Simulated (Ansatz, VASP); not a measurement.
# HfC in VASP and in Ansatz

Contents of INCAR:

```
SYSTEM = HfC
PREC = Accurate
ENCUT = 520
EDIFF = 1E-6
ISMEAR = 0
SIGMA = 0.05
LREAL = .False.
LASPH = .True.
NELM = 100
ALGO = Normal
ISIF = 2
LWAVE = .False.
LCHARG = .False.
GGA = PE
NBANDS = 14
```

Contents of KPOINTS:

```
Automatic mesh
0
Gamma
  12 12 12
  0 0 0
```

POSCAR

```
HfC
1.0
    2.9945299596      0.0000000000      0.0000000000
    0.0000000000      2.9945299596      0.0000000000
    0.0000000000      0.0000000000      2.9945299596
Hf C
1 1
Direct
    0.0000000000      0.0000000000      0.0000000000
    0.5000000000      0.5000000000      0.5000000000
```

Input for Ansatz:

```yaml
crystal:
  lattice:
    - [2.9945299596, 0.0, 0.0]
    - [0.0, 2.9945299596, 0.0]
    - [0.0, 0.0, 2.9945299596]
  atoms:
    - { symbol: Hf, position: [0.0, 0.0, 0.0] }
    - { symbol: C, position: [0.5, 0.5, 0.5] }
basis:
  ecutwfc: 420
  ecutrho_ratio: 4
kpoints:
  mp_grid: { grid: [12, 12, 12] }
hamiltonian:
  xc: pbe
scf:
  occupations: { method: gaussian, width: 0.05 }
output:
  forces: true
  stress: true
  eigenvalues: true
```

Alike in both runs: task single point; functional PBE; k mesh 12 × 12 × 12; occupations gaussian, width 0.05 eV; no spin polarisation.

|  | VASP | Ansatz |
| --- | --- | --- |
| version | VASP 6.6.1 | Ansatz 0.2.0 |
| potentials or method | VASP PAW PBE potentials, release 64 (Hf_pv, C), cutoff 520 eV | scalar-relativistic, plane waves, PAW |
| valence electrons in the cell | 14 | 30 |

```tsv
	VASP	Ansatz	Ansatz less VASP
gap on the k mesh at the Fermi level (eV)	none	none	-
pressure (GPa)	-17.1	-15.9	+1.15
```

A gap of «none» marks a metal or a gap that the smearing closes. With one functional, cell and mesh, what is left measures potentials, basis and numerics. VASP's potentials hold 14 valence electrons a cell and Ansatz's 30, so a difference there can come from the potentials and not from the codes.

Neither program's run includes spin-orbit coupling.
